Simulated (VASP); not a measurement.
# Co (P6_3/mmc) in VASP: a series of runs

Co is run at these levels: LDA; tasks: single point.

Everything below comes from runs of VASP 6.6.1. Logs are shortened: lines on timing, memory, paths and dates and some standing lists are left out, and cuts for length are marked.

## 1. The cell of the first run

Symmetry: P6_3/mmc, No. 194, hexagonal system. The conventional cell has a = 2.490 Å, b = 2.490 Å, c = 4.025 Å, α = 90.00°, β = 90.00°, γ = 120.00°. Co (site symmetry -6m2) has 12 Co at 2.47 to 2.49 Å within 3.3 Å.

## 2. Single point, LDA, collinear spin, ferromagnetic start (volume scaled by 1.08)

INCAR

```
PREC = Accurate ; ENCUT = 520
EDIFF = 1E-6 ; ISMEAR = -1
SIGMA = 0.05 ; LREAL = False
LASPH = True ; NELM = 150
ALGO = Normal ; ISIF = 2
LWAVE = False ; LCHARG = False
ISPIN = 2 ; MAGMOM = 1.558 1.558
LORBIT = 11 ; LMAXMIX = 4
NBANDS = 20
```

KPOINTS

```
Automatic mesh
0
Gamma
  24 24 13
```

POSCAR

```
Co
1.0
    2.4904578918      0.0000000000      0.0000000000
   -1.2452289459      2.1567998014      0.0000000000
    0.0000000000      0.0000000000      4.0249907663
Co
2
Direct
    0.3333333333      0.6666666667      0.2500000000
    0.6666666667      0.3333333333      0.7500000000
```

Potentials or basis: VASP PAW LDA potentials, release 64 (Co).

The run is started by

```bash
cat potpaw_LDA.64/Co/POTCAR > POTCAR
mpirun -np 1 vasp_std > vasp.out
```

OUTCAR:

```text
PREC = Accurate
   ENCUT = 520
   EDIFF = 1E-6
   ISMEAR = -1
   LREAL = False
   LASPH = True
   NELM = 150
   ISIF = 2
   ISPIN = 2
   LORBIT = 11

 ion  position               nearest neighbor table
   1  0.333  0.667  0.250-   2 2.47   2 2.47   2 2.47   2 2.47   2 2.47   2 2.47
   2  0.667  0.333  0.750-   1 2.47   1 2.47   1 2.47   1 2.47   1 2.47   1 2.47

  LATTYP: Found a hexagonal cell.
 ALAT       =     2.4904578918
 C/A-ratio  =     1.6161649549

  Lattice vectors:

 A1 = (   2.4904578918,   0.0000000000,   0.0000000000)
 A2 = (  -1.2452289459,   2.1567998014,   0.0000000000)
 A3 = (   0.0000000000,   0.0000000000,   4.0249907663)

Analysis of symmetry for initial positions (statically):
=====================================================================
 Subroutine PRICEL returns:
 Original cell was already a primitive cell.

 Routine SETGRP: Setting up the symmetry group for a
 hexagonal supercell.

 Subroutine GETGRP returns: Found 24 space group operations
 (whereof 12 operations were pure point group operations)
 out of a pool of 24 trial point group operations.

The static configuration has the point symmetry D_3d.
 The point group associated with its full space group is D_6h.

Analysis of symmetry for dynamics (positions and initial velocities):
=====================================================================
 Subroutine PRICEL returns:
 Original cell was already a primitive cell.

 Routine SETGRP: Setting up the symmetry group for a
 hexagonal supercell.

 Subroutine GETGRP returns: Found 24 space group operations
 (whereof 12 operations were pure point group operations)
 out of a pool of 24 trial point group operations.

The dynamic configuration has the point symmetry D_3d.
 The point group associated with its full space group is D_6h.

Analysis of structural, dynamic, and magnetic symmetry:
=====================================================================
 Subroutine PRICEL returns:
 Original cell was already a primitive cell.

 Routine SETGRP: Setting up the symmetry group for a
 hexagonal supercell.

 Subroutine GETGRP returns: Found 24 space group operations
 (whereof 12 operations were pure point group operations)
 out of a pool of 24 trial point group operations.

The overall configuration has the point symmetry D_3d.
 The point group associated with its full space group is D_6h.

 Subroutine INISYM returns: Found 24 space group operations
 (whereof 12 operations are pure point group operations),
 and found     1 'primitive' translations

----------------------------------------------------------------------------------------

                                     Primitive cell

  volume of cell :      21.6199

  direct lattice vectors                    reciprocal lattice vectors
     2.490457892  0.000000000  0.000000000     0.401532587  0.231824947  0.000000000
    -1.245228946  2.156799801  0.000000000     0.000000000  0.463649894  0.000000000
     0.000000000  0.000000000  4.024990766     0.000000000  0.000000000  0.248447775

  length of vectors
     2.490457892  2.490457892  4.024990766     0.463649894  0.463649894  0.248447775

  position of ions in fractional coordinates (direct lattice)
     0.333333333  0.666666667  0.250000000
     0.666666667  0.333333333  0.750000000

  ion indices of the primitive-cell ions
   primitive index   ion index
                 1           1
                 2           2

----------------------------------------------------------------------------------------

 KPOINTS: Automatic mesh

Automatic generation of k-mesh.
 Grid dimensions read from file:
 generate k-points for:   24   24   13

 Generating k-lattice:

  Cartesian coordinates                     Fractional coordinates (reciprocal lattice)
     0.016730524  0.009659373  0.000000000     0.041666667  0.000000000  0.000000000
     0.000000000  0.019318746  0.000000000     0.000000000  0.041666667  0.000000000
     0.000000000  0.000000000  0.019111367     0.000000000  0.000000000  0.076923077

  Length of vectors
[... 46 lines left out ...]
   NGX =  9   NGY =  9   NGZ = 15

 number of electron      17.9999996 magnetization       3.0900403

 Free energy of the ion-electron system (eV)
  ---------------------------------------------------
  ext. energy  EPLUGINS =         0.00000000
  ---------------------------------------------------
  free energy    TOTEN  =       -16.15539866 eV

  energy without entropy =      -16.14013953  energy(sigma->0) =      -16.14776910

 E-fermi :   9.9373     XC(G=0): -13.7593

 val. band max:        9.9364063804   @ k =   0.1250  -0.0000   0.3077
 cond. band min:       9.9388130998   @ k =   0.2083   0.1667   0.3846
 fundamental gap:      0.0024067193
 Fermi energy:         9.9372645215

 spin component 1

 k-point     1 :       0.0000    0.0000    0.0000
  band No.  band energies     occupation
      1       1.0320      1.00000
      2       4.8895      1.00000
      3       7.4913      1.00000
      4       7.5169      1.00000
      5       7.5169      1.00000
      6       7.8370      1.00000
[... 12 lines left out ...]
     19      35.8817      0.00000
     20      35.8817      0.00000
[... 507 lines left out ...]
 k-point    24 :       0.4583    0.0417    0.0000
  band No.  band energies     occupation
      1       5.2799      1.00000
      2       5.3597      1.00000
      3       5.6206      1.00000
      4       7.3501      1.00000
      5       7.4542      1.00000
      6       7.5858      1.00000
[... 12 lines left out ...]
     19      32.5577      0.00000
     20      34.4111      0.00000

 [... further k-points ...]

 spin component 2

 k-point     1 :       0.0000    0.0000    0.0000
  band No.  band energies     occupation
      1       1.2057      1.00000
      2       5.7806      1.00000
      3       8.9135      1.00000
      4       8.9330      1.00000
      5       8.9330      1.00000
      6       9.2972      1.00000
[... 12 lines left out ...]
     19      36.3008      0.00000
     20      36.3008      0.00000
[... 507 lines left out ...]
 k-point    24 :       0.4583    0.0417    0.0000
  band No.  band energies     occupation
      1       6.1159      1.00000
      2       6.4318      1.00000
      3       6.7180      1.00000
      4       8.1720      1.00000
      5       8.7623      1.00000
      6       8.8944      1.00000
[... 12 lines left out ...]
     19      33.0659      0.00000
     20      34.7732      0.00000

 [... further k-points ...]

------------------------ aborting loop because EDIFF is reached ----------------------------------------

  FORCE on cell =-STRESS in cart. coord.  units (eV):
  Direction    XX          YY          ZZ          XY          YZ          ZX
  --------------------------------------------------------------------------------------
  -------------------------------------------------------------------------------------
  Total       -2.4315760     -2.4315760     -2.5143593     -0.0000000     -0.0000000     -0.0000000
  in kB     -180.1957342   -180.1957342   -186.3305173     -0.0000000     -0.0000000     -0.0000000
  external PRESSURE =    -182.2406619 kB  Pullay stress =       0.0000000 kB

 VOLUME and BASIS-vectors are now :
 -----------------------------------------------------------------------------
  energy-cutoff  :      520.00
  volume of cell :       21.62
      direct lattice vectors                 reciprocal lattice vectors
     2.490457892  0.000000000  0.000000000     0.401532587  0.231824947  0.000000000
    -1.245228946  2.156799801  0.000000000     0.000000000  0.463649894  0.000000000
     0.000000000  0.000000000  4.024990766     0.000000000  0.000000000  0.248447775

 POSITION                                       TOTAL-FORCE (eV/Angst)
 -----------------------------------------------------------------------------------
     -0.00000      1.43787      1.00625        -0.000000      0.000000      0.000000
      1.24523      0.71893      3.01874         0.000000     -0.000000      0.000000
 -----------------------------------------------------------------------------------
    total drift:                               -0.000000      0.000000     -0.000000

  FREE ENERGIE OF THE ION-ELECTRON SYSTEM (eV)
  ---------------------------------------------------
  free  energy   TOTEN  =       -16.1553986620 eV

  energy  without entropy=      -16.1401395347  energy(sigma->0) =      -16.14776910

 total charge

# of ion       s       p       d       tot
------------------------------------------
    1        0.489   0.518   7.282   8.290
    2        0.489   0.518   7.282   8.290
--------------------------------------------------
tot          0.979   1.037  14.564  16.579

 magnetization (x)

# of ion       s       p       d       tot
------------------------------------------
    1       -0.013  -0.039   1.601   1.549
    2       -0.013  -0.039   1.601   1.549
--------------------------------------------------
tot         -0.026  -0.079   3.203   3.098
```

Wall time 3.7 min (1 thread of Intel Xeon 6975P-C, shared host); peak memory 0.34 GiB.

Results:

```
Free energy                                           : -16.1554 eV
Pressure                                              : -18.2 GPa
Net moment                                            : 3.09 μB per cell
Site moments                                          : Co +1.55 μB
Valence electrons inside the program's atomic spheres : Co 8.29
```

Levels at points of the mesh, in eV from the Fermi level:
Spin up:
| k point | band 7 | band 8 | band 9 | band 10 | band 11 | band 12 | band 13 | band 14 |
| --- | --- | --- | --- | --- | --- | --- | --- | --- |
| (0.00, 0.00, 0.00) | -2.10 | -1.74 | -1.74 | -0.61 | -0.61 | -0.05 | 6.50 | 22.03 |
| (0.50, 0.00, 0.00) | -2.02 | -0.49 | -0.38 | -0.33 | 1.44 | 3.43 | 9.75 | 10.38 |
Spin down:
| k point | band 3 | band 4 | band 5 | band 6 | band 7 | band 8 | band 9 | band 10 | band 11 | band 12 |
| --- | --- | --- | --- | --- | --- | --- | --- | --- | --- | --- |
| (0.00, 0.00, 0.00) | -1.02 | -1.00 | -1.00 | -0.64 | -0.64 | -0.22 | -0.22 | 0.11 | 1.00 | 1.00 |
| (0.50, 0.00, 0.00) | -3.23 | -1.72 | -1.16 | -1.04 | -0.64 | 1.13 | 1.26 | 1.30 | 2.58 | 4.37 |

Caveat: the cell differs from its parent crystal (volume scaled by 1.08).

## 3. Single point, LDA, collinear spin, ferromagnetic start (volume scaled by 1.08)

INCAR

```
PREC = Accurate ; ENCUT = 520
EDIFF = 1E-6 ; ISMEAR = -1
SIGMA = 0.05 ; LREAL = False
LASPH = True ; NELM = 150
ALGO = Normal ; ISIF = 2
LWAVE = False ; LCHARG = True
ISPIN = 2 ; MAGMOM = -1.558 -1.558
LORBIT = 11 ; LMAXMIX = 4
LELF = True ; LVHAR = True
NBANDS = 20
```

KPOINTS is that of step 2.

POSCAR

```
Co
1.0
    2.4904741665      0.0000000000      0.0000000000
   -1.2452370832      2.1568138957      0.0000000000
    0.0000000000      0.0000000000      4.0249495624
Co
2
Direct
    0.3333333333      0.6666666667      0.2500000000
    0.6666666667      0.3333333333      0.7500000000
```

Potentials or basis: VASP PAW LDA potentials, release 64 (Co).

The run is started by

```bash
cat potpaw_LDA.64/Co/POTCAR > POTCAR
mpirun -np 1 vasp_std > vasp.out
```

It took 4.1 min on 1 thread of Intel Xeon 6975P-C, shared host; peak memory 0.34 GiB.

The run converged. Its results:

* Free energy: -16.1554 eV
* Pressure: -18.2 GPa
* Net moment: -3.09 μB per cell
* Site moments: Co -1.55 μB
* Valence electrons inside the program's atomic spheres: Co 8.29

Stress tensor (GPa, compression positive):
```
-18.02   0.00   0.00
  0.00 -18.02   0.00
  0.00   0.00 -18.63
```

Levels at points of the mesh, in eV from the Fermi level:
Spin up:
```csv
k point,band 5,band 6,band 7,band 8,band 9,band 10
"(0.00, 0.00, 0.00)",-1.00,-0.64,-0.64,-0.22,-0.22,0.11
"(0.50, 0.00, 0.00)",-1.16,-1.04,-0.64,1.13,1.26,1.30
```
Spin down:
| k point | band 7 | band 8 | band 9 | band 10 | band 11 | band 12 | band 13 | band 14 |
| --- | --- | --- | --- | --- | --- | --- | --- | --- |
| (0.00, 0.00, 0.00) | -2.10 | -1.74 | -1.74 | -0.61 | -0.61 | -0.05 | 6.50 | 22.03 |
| (0.50, 0.00, 0.00) | -2.02 | -0.49 | -0.38 | -0.33 | 1.44 | 3.43 | 9.75 | 10.38 |

Caveat: the cell differs from its parent crystal (volume scaled by 1.08).

## 4. Single point, LDA, collinear spin, ferromagnetic start

This run uses another cell than the first one, of 10.01 Å³/atom, 0.926 times its volume.

INCAR

```
SYSTEM = Co
ALGO = Normal
EDIFF = 1E-6
ENCUT = 600
GGA_COMPAT = .FALSE.
ISIF = 2
ISMEAR = -1
ISPIN = 2
LASPH = .TRUE.
LCHARG = .FALSE.
LMAXMIX = 4
LORBIT = 11
LREAL = .FALSE.
LWAVE = .FALSE.
MAGMOM = 1.558 1.558
NBANDS = 28
NELM = 200
PREC = Accurate
SIGMA = 0.05
```

KPOINTS

```
k-points
0
G
  5 5 3
  0 0 0
```

POSCAR

```
Co
1.0
    2.4273810165      0.0000000000      0.0000000000
   -1.2136905082      2.1021736250      0.0000000000
    0.0000000000      0.0000000000      3.9230481332
Co
2
Direct
    0.3333333333      0.6666666667      0.2500000000
    0.6666666667      0.3333333333      0.7500000000
```

Potentials or basis: VASP PAW LDA potentials, release 64 (Co_sv).

The run is started by

```bash
cat potpaw_LDA.64/Co_sv/POTCAR > POTCAR
mpirun -np 1 vasp_std > vasp.out
```

It took 9.3 s on 1 thread of Intel Xeon 6975P-C (Granite Rapids), shared host; peak memory 0.13 GiB.

It converged, with:

| Item | Value |
| --- | --- |
| Free energy | -16.2804 eV |
| Pressure | -3.1 GPa |
| Net moment | 3.10 μB per cell |
| Site moments | Co +1.55 μB |
| Valence electrons inside the program's atomic spheres | Co 15.13 |

Stress tensor (GPa, compression positive):
```
-2.70  0.00  0.00
 0.00 -2.70  0.00
 0.00  0.00 -4.04
```

Levels at points of the mesh, in eV from the Fermi level:
Spin up:
```csv
k point,band 17,band 18,band 19,band 20,band 21,band 22
"(0.00, 0.00, 0.00)",-1.90,-0.62,-0.62,-0.26,7.11,22.45
```
Spin down:
```tsv
k point	band 12	band 13	band 14	band 15	band 16	band 17	band 18	band 19
(0.00, 0.00, 0.00)	-1.23	-1.23	-0.82	-0.82	-0.37	-0.37	-0.03	1.01
```

Caveat: the k points lie up to 0.60 Å⁻¹ apart.

## 5. Single point, LDA, collinear spin, ferromagnetic start

This run uses another cell than the first one, of 10.01 Å³/atom, 0.926 times its volume.

INCAR

```
ALGO = Normal
EDIFF = 1E-6
ENCUT = 600
GGA = CA
GGA_COMPAT = F
ISIF = 2
ISMEAR = -1
ISPIN = 2
LASPH = T
LCHARG = F
LMAXMIX = 4
LORBIT = 11
LREAL = F
LWAVE = F
MAGMOM = 1.558 1.558
NBANDS = 28
NELM = 200
PREC = Accurate
SIGMA = 0.05
```

KPOINTS

```
k-points
0
Gamma
  2 2 2
```

POSCAR is that of step 4.

The run is started by

```bash
cat potpaw_LDA.64/Co_sv/POTCAR > POTCAR
mpirun -np 1 vasp_std > vasp.out
```

Run time: 7.1 s. Hardware: 1 thread of Intel Xeon Platinum 8488C (Sapphire Rapids), shared host; peak memory 0.13 GiB.

The run converged. Its results:

```
Free energy                                           : -14.5597 eV
Pressure                                              : 8.4 GPa
Net moment                                            : 3.00 μB per cell
Site moments                                          : Co +1.54 μB
Valence electrons inside the program's atomic spheres : Co 15.17
```

Stress tensor (GPa, compression positive):
```
 5.71  0.00  0.00
 0.00  5.71  0.00
 0.00  0.00 13.83
```

Levels at points of the mesh, in eV from the Fermi level:
Spin up:
| k point | band 15 | band 16 | band 17 | band 18 | band 19 | band 20 | band 21 | band 22 | band 23 | band 24 |
| --- | --- | --- | --- | --- | --- | --- | --- | --- | --- | --- |
| (0.00, 0.00, 0.00) | -2.63 | -1.88 | -1.88 | -0.59 | -0.59 | -0.45 | 6.91 | 21.99 | 25.33 | 25.45 |
| (0.50, 0.00, 0.00) | -2.23 | -0.77 | -0.60 | -0.32 | 1.38 | 3.48 | 10.14 | 10.54 | 13.31 | 14.56 |
| (0.00, 0.00, 0.50) | -3.03 | -3.03 | -1.00 | -1.00 | -1.00 | -1.00 | 15.58 | 15.58 | 22.78 | 22.78 |
| (0.50, 0.00, 0.50) | -0.97 | -0.97 | -0.66 | -0.66 | 1.38 | 1.38 | 7.77 | 7.77 | 18.88 | 18.88 |
Spin down:
```csv
k point,band 12,band 13,band 14,band 15,band 16,band 17,band 18,band 19,band 20,band 21
"(0.00, 0.00, 0.00)",-1.48,-1.42,-1.06,-1.06,-0.42,-0.42,-0.32,0.97,0.97,7.82
"(0.50, 0.00, 0.00)",-2.29,-1.51,-1.39,-1.01,0.99,1.18,1.27,2.51,4.38,10.65
"(0.00, 0.00, 0.50)",-1.99,-1.53,-1.53,-1.53,-1.53,0.56,0.56,0.56,0.56,16.07
"(0.50, 0.00, 0.50)",-3.00,-0.31,-0.31,0.00,0.00,1.11,1.11,2.12,2.12,8.67
```

Caveat: the k points lie up to 1.49 Å⁻¹ apart.

## 6. Single point, LDA, collinear spin, ferromagnetic start

This run uses another cell than the first one, of 10.01 Å³/atom, 0.926 times its volume.

INCAR

```
  PREC = Accurate
  ENCUT = 600
  EDIFF = 1E-6
  ISMEAR = -1
  SIGMA = 0.05
  LREAL = F
  LASPH = T
  NELM = 200
  ALGO = Normal
  ISIF = 2
  LWAVE = F
  LCHARG = F
  ISPIN = 2
  MAGMOM = 1.558 1.558
  LORBIT = 11
  LMAXMIX = 4
  GGA = CA
  NBANDS = 28
  GGA_COMPAT = F
```

KPOINTS

```
regular mesh
0
Gamma
  9 9 5
```

POSCAR is that of step 5.

Potentials or basis: VASP PAW LDA potentials, release 64 (Co_sv).

The run is started by

```bash
cat potpaw_LDA.64/Co_sv/POTCAR > POTCAR
mpirun -np 1 vasp_std > vasp.out
```

It took 34 s on 1 thread of Intel Xeon Platinum 8488C (Sapphire Rapids), shared host; peak memory 0.15 GiB.

Results (log left out):

```yaml
Free_energy: -16.3620 eV
Pressure: -3.8 GPa
Net_moment: 2.99 μB per cell
Site_moments: Co +1.53 μB
Valence_electrons_inside_the_program's_atomic_spheres: Co 15.13
```

Levels at points of the mesh, in eV from the Fermi level:
Spin up:
```tsv
k point	band 15	band 16	band 17	band 18	band 19	band 20	band 21	band 22
(0.00, 0.00, 0.00)	-2.17	-1.76	-1.76	-0.48	-0.48	-0.13	7.21	22.57
```
Spin down:
```csv
k point,band 13,band 14,band 15,band 16,band 17,band 18
"(0.00, 0.00, 0.00)",-1.16,-0.74,-0.74,-0.28,-0.28,0.03
```

## 7. The runs side by side

| potentials or basis | cell | k mesh | cutoff (eV) | second run | gap on the mesh (eV) | pressure (GPa) | moment (μB) |
| --- | --- | --- | --- | --- | --- | --- | --- |
| VASP PAW LDA potentials, release 64 (Co) | a = 2.490, b = 2.490, c = 4.025 Å, angles 90.0, 90.0, 120.0°, 2 atoms | 24 × 24 × 13 | 520 | - | none | -18.2 | 3.09 |
| VASP PAW LDA potentials, release 64 (Co_sv) | a = 2.427, b = 2.427, c = 3.923 Å, angles 90.0, 90.0, 120.0°, 2 atoms | 5 × 5 × 3 | 600 | valence_matched | none | -3.1 | 3.10 |
| VASP PAW LDA potentials, release 64 (Co_sv) | a = 2.427, b = 2.427, c = 3.923 Å, angles 90.0, 90.0, 120.0°, 2 atoms | 2 × 2 × 2 | 600 | valence_matched | none | 8.4 | 3.00 |
| VASP PAW LDA potentials, release 64 (Co_sv) | a = 2.427, b = 2.427, c = 3.923 Å, angles 90.0, 90.0, 120.0°, 2 atoms | 9 × 9 × 5 | 600 | valence_matched | none | -3.8 | 2.99 |

Alike in all rows: task single point; level LDA; spin collinear, ferromagnetic start; smearing fermi-dirac 0.05 eV.

Caveats: some runs use coarse meshes.

Absolute energies hang on the potentials; compare differences alone.
